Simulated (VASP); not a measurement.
Wanted: the native input for a VASP 6.6.1 run.

```yaml
Task: single point
Functional: PBEsol
Potentials_or_basis: VASP PAW PBE potentials, release 64 (O, Co, Pt)
Cutoff: 520 eV
k_mesh: 12 × 12 × 1
Occupations: gaussian, width 0.1 eV
Spin: no spin polarisation
Dipole_correction: yes
Further_INCAR_settings: ALGO = Normal; EDIFF = 1e-06; NBANDS = 35
```

The structure of Co2PtO4 lies in POSCAR:

```
Co2PtO4
1.0
    2.8101831225      0.0000000000      0.0000000000
   -1.4050915613      2.4336899734      0.0000000000
    0.0000000000      0.0000000000     22.8253249521
O Co Pt
4 2 1
Direct
    0.0000000000      0.0000000000      0.3307315234
    0.6666666667      0.3333333333      0.4129111604
    0.6666666667      0.3333333333      0.5870880896
    0.3333333333      0.6666666667      0.6692686280
    0.3333333333      0.6666666667      0.3692411513
    0.0000000000      0.0000000000      0.6307598087
    0.6666666667      0.3333333333      0.4999996385
```

The input as run:

INCAR

```
SYSTEM = Co2PtO4
PREC = Accurate ; ENCUT = 520
EDIFF = 1E-6 ; ISMEAR = 0
SIGMA = 0.1 ; LREAL = .False.
LASPH = .True. ; NELM = 100
ALGO = Normal ; ISIF = 2
LWAVE = .False. ; LCHARG = .False.
LDIPOL = .True. ; IDIPOL = 3
DIPOL = 0.5 0.5 0.500 ; GGA = PS
NBANDS = 35
```

KPOINTS

```
Automatic mesh
0
Gamma
  12 12 1
  0 0 0
```

Potentials or basis: VASP PAW PBE potentials, release 64 (O, Co, Pt).

Run with:

```console
$ cat potpaw_PBE.64/O/POTCAR potpaw_PBE.64/Co/POTCAR potpaw_PBE.64/Pt/POTCAR > POTCAR
$ mpirun -np 1 vasp_std > vasp.out
```

It gave:

```yaml
Largest_force: 0.045 eV/Å
Band_gap_on_the_k_mesh: zero (band 26 reaches -1.05 eV, above the bottom of band 27 at -1.29 eV)
```

Caveat: the PAW data sets were made with another functional, which shifts forces and pressure a little; spin-orbit coupling is left out, which moves the levels of the heavy elements; the run has no spin polarisation, though such a crystal can be magnetic; semilocal functionals often make such compounds metallic where correlation or magnetic order opens a gap, which also shifts bond lengths.

It took 5 min on 1 thread of Intel Xeon 6975P-C, with other jobs on the host, peak memory 0.37 GiB.
